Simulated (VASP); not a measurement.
Here is a VASP 6.6.1 calculation.

The input INCAR:

```
ALGO = Normal
EDIFF = 1E-6
ENCUT = 520
GGA = PE
ISIF = 2
ISMEAR = -1
ISPIN = 2
LASPH = T
LCHARG = F
LORBIT = 11
LREAL = F
LWAVE = F
MAGMOM = 0 0 0 0 0 0
NBANDS = 36
NELM = 150
PREC = Accurate
SIGMA = 0.025
```

KPOINTS

```
k-points
0
Gamma
  5 5 3
```

POSCAR

```
MgBiF4
1.0
    3.6685540000      0.0000000000      0.0000000000
    0.0000000000      3.6685540000      0.0000000000
    0.0000000000      0.0000000000      6.4585220000
Bi Mg F
1 1 4
Direct
    0.0000000000      0.0000000000      0.0000000000
    0.5000000000      0.5000000000      0.5000000000
    0.5000000000      0.0000000000      0.5000000000
    0.0000000000      0.5000000000      0.5000000000
    0.5000000000      0.5000000000      0.2100000000
    0.5000000000      0.5000000000      0.7900000000
```

Potentials or basis: VASP PAW PBE potentials, release 64 (Bi_d, Mg, F).

Run with:

```bash
$ cat potpaw_PBE.64/Bi_d/POTCAR potpaw_PBE.64/Mg/POTCAR potpaw_PBE.64/F/POTCAR > POTCAR
$ mpirun -np 1 vasp_std > vasp.out
```

Q: What does it give for the pressure?

A: 4.9 GPa.

Q: What does it give for the largest force?

A: 2.787 eV/Å.

Stress tensor (GPa, compression positive):
```
4.29 0.00 0.00
0.00 4.29 0.00
0.00 0.00 6.00
```

Caveat: forces of over 1 eV/Å act on the atoms, so gaps and moduli don't describe the material at rest.
